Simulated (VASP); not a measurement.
HgPd (Potarite), 2 atoms in the cell. It takes space group P4/mmm (No. 123, tetragonal). The conventional cell has a = 3.026 Å, b = 3.026 Å, c = 3.702 Å, α = 90.00°, β = 90.00°, γ = 90.00°. Within 3.7 Å of Hg (site symmetry 4/mmm) lie 8 Pd at 2.83 Å and 4 Hg at 3.03 Å. Within 3.7 Å of Pd (site symmetry 4/mmm) lie 8 Hg at 2.83 Å and 4 Pd at 3.03 Å. 

```yaml
Program: VASP 6.6.1
Task: electric field gradients
Functional: r2SCAN
Potentials_or_basis: VASP PAW PBE potentials, release 64 (Hg, Pd)
Cutoff: 520 eV
k_mesh: 10 × 10 × 8
Occupations: fermi-dirac, width 0.05 eV
Spin: no spin polarisation
Dipole_correction: no
Further_INCAR_settings: ALGO = Normal; EDIFF = 1e-08; NBANDS = 18
```

Potentials or basis: VASP PAW PBE potentials, release 64 (Hg, Pd).

Launch:

```console
$ cat potpaw_PBE.64/Hg/POTCAR potpaw_PBE.64/Pd/POTCAR > POTCAR
$ cp INCAR.step1 INCAR
$ mpirun -np 1 vasp_std > vasp.out
$ cp INCAR.step2 INCAR
$ mpirun -np 1 vasp_std > vasp.out
```

Hardware: 1 thread of Intel(R) Xeon(R) 6975P-C (Granite Rapids) (shared host).

Question: How long does it take, and how much memory?

Answer: Run time: 65 s on 1 thread of Intel(R) Xeon(R) 6975P-C (Granite Rapids), with other jobs on the host, peak memory 0.2 GiB. Counts: k points 105.
